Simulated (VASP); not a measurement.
Crystal: InAs.

```
In As
1.0
     0.00000    3.01800    3.01800
     3.01800    0.00000    3.01800
     3.01800    3.01800    0.00000
In As
1 1
Direct
  0.00000 0.00000 0.00000
  0.75000 0.75000 0.75000
```

Base run:

| Quantity | Value |
| --- | --- |
| Program | VASP 6.6.1 |
| Functional | PBE |
| Potentials or basis | VASP PAW PBE potentials, release 64 (In_d, As) |
| Cutoff | 520 eV |
| k mesh | 8 × 8 × 8 |
| Occupations | gaussian, width 0.025 eV |
| Spin | no spin polarisation |

Its results: band gap on the k mesh zero (filled and empty bands touch); pressure 4.4 GPa.

Q: The run is repeated on the same cell with these changes: k mesh from 8 × 8 × 8 to 4 × 4 × 4; occupations from gaussian, width 0.025 eV to fermi-dirac, width 0.03 eV. What comes out?

A: Band gap on the k mesh zero (filled and empty bands touch); pressure 4.9 GPa.

Caveats: some runs use coarse meshes; semilocal functionals underestimate gaps, so a narrow gap can read as zero; spin-orbit coupling is left out, which moves the levels of the heavy elements; the cell stands under pressure (at least some runs).
